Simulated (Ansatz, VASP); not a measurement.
Two plane-wave programs on Al3N

```
Al N
1.0
     2.89144    1.66937    2.40707
    -2.89144    1.66937    2.40707
     0.00000   -3.33874    2.40707
Al N
3 1
Direct
  0.98745 0.51963 0.98745
  0.98745 0.98745 0.51963
  0.51963 0.98745 0.98745
  0.23509 0.23509 0.23509
```

Alike in both runs: functional PBE; k mesh 5 × 5 × 5; occupations gaussian, width 0.2 eV; no spin polarisation.

Ansatz relaxed the structure, and its values are those at the end. VASP's run is a single point on that final structure, the one shown.

|  | VASP | Ansatz |
| --- | --- | --- |
| version | VASP 6.6.1 | Ansatz 0.2.0 |
| potentials or method | VASP PAW PBE potentials, release 64 (Al, N), cutoff 600 eV | scalar-relativistic, plane waves, PAW |
| valence electrons in the cell | 14 | 14 |

Ansatz gave:

| Quantity | Value |
| --- | --- |
| gap on the k mesh at the Fermi level (eV) | none |
| pressure (GPa) | 0.2 |
| rms of the force components (eV/Å) | 0.001 |

Problem. Estimate VASP's values.

Solution. gap on the k mesh at the Fermi level (eV): none; pressure (GPa): 0.1; rms of the force components (eV/Å): 0.003.

A gap of «none» marks a metal or a gap that the smearing closes.
